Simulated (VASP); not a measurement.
Runs of VASP 6.6.1 on LiCl. The structure is that of space group I4/mmm (No. 139), or close to it. The cells are those of the table. 

```csv
cell,gap on the mesh (eV)
"a = 3.555, b = 3.555, c = 3.627 Å, angles 59.3, 59.3, 61.3°, 2 atoms",6.54
"a = 3.410, b = 3.410, c = 3.482 Å, angles 59.3, 59.3, 61.4°, 2 atoms",6.85
"a = 3.485, b = 3.485, c = 3.627 Å, angles 58.6, 58.6, 62.7°, 2 atoms",6.72
"a = 3.639, b = 3.639, c = 3.337 Å, angles 62.7, 62.7, 54.6°, 2 atoms",(b)
"a = 3.561, b = 3.561, c = 3.337 Å, angles 62.1, 62.1, 55.9°, 2 atoms",(a)
```

Alike in all rows: task single point; level PBE; potentials or basis VASP PAW PBE potentials, release 64 (Li_sv, Cl); no spin polarisation; k mesh 8 × 8 × 8; cutoff (eV) 520; smearing gaussian 0.05 eV.

Task: Fill in the values left out.

Result: (a) 6.67; (b) 6.63.

A k mesh can miss the band edges.
